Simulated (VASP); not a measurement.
# BaTiO3: single point with PBE+U

Crystal: BaTiO3.

```xyz
5
Lattice="4.0060 0.0000 0.0000 0.0000 4.0060 0.0000 0.0000 0.0000 4.0060" Properties=species:S:1:pos:R:3 pbc="T T T"
Ba    2.0030    2.0030    2.0030
Ti    0.0000    0.0000    0.0000
O     2.0030    0.0000    0.0000
O     0.0000    2.0030    0.0000
O     0.0000    0.0000    2.0030
```

```json
{
  "Program": "VASP 6.6.1",
  "Task": "single point",
  "Functional": "PBE",
  "Potentials or basis": "VASP PAW PBE potentials, release 64 (Ba_sv, Ti_sv, O)",
  "Cutoff": "520 eV",
  "k mesh": "6 × 6 × 6",
  "Occupations": "gaussian, width 0.01 eV",
  "Spin": "no spin polarisation",
  "Hubbard terms": "Ti d U = 1.5 eV"
}
```

```
Pressure               : 4.6 GPa
Band gap on the k mesh : 1.90 eV, indirect (least direct gap 2.07 eV)
```

Levels at points of the mesh, in eV from the valence-band top:
| k point | band 18 | band 19 | band 20 | band 21 | band 22 | band 23 |
| --- | --- | --- | --- | --- | --- | --- |
| (0.00, 0.00, 0.00) | -0.16 | -0.16 | -0.16 | 1.90 | 1.90 | 1.90 |
| (0.50, 0.00, 0.00) | -1.79 | -0.74 | -0.74 | 2.07 | 3.62 | 3.62 |
| (0.50, 0.50, 0.00) | -0.88 | -0.88 | -0.09 | 3.63 | 3.63 | 4.05 |
| (0.50, 0.50, 0.50) | 0.00 | 0.00 | 0.00 | 4.29 | 4.29 | 4.29 |

Eigenvalues of the final occupation matrices:
```csv
site,spin,trace,eigenvalues
site 2 d,1,0.83,0.12 0.12 0.12 0.24 0.24
site 2 d,2,0.83,0.12 0.12 0.12 0.24 0.24
```

Run time: 19 s on 1 thread of Intel(R) Xeon(R) 6975P-C (Granite Rapids) (shared host), peak memory 0.18 GiB.

Caveat: spin-orbit coupling is left out, which moves the levels of the heavy elements. A k mesh can miss the band edges.
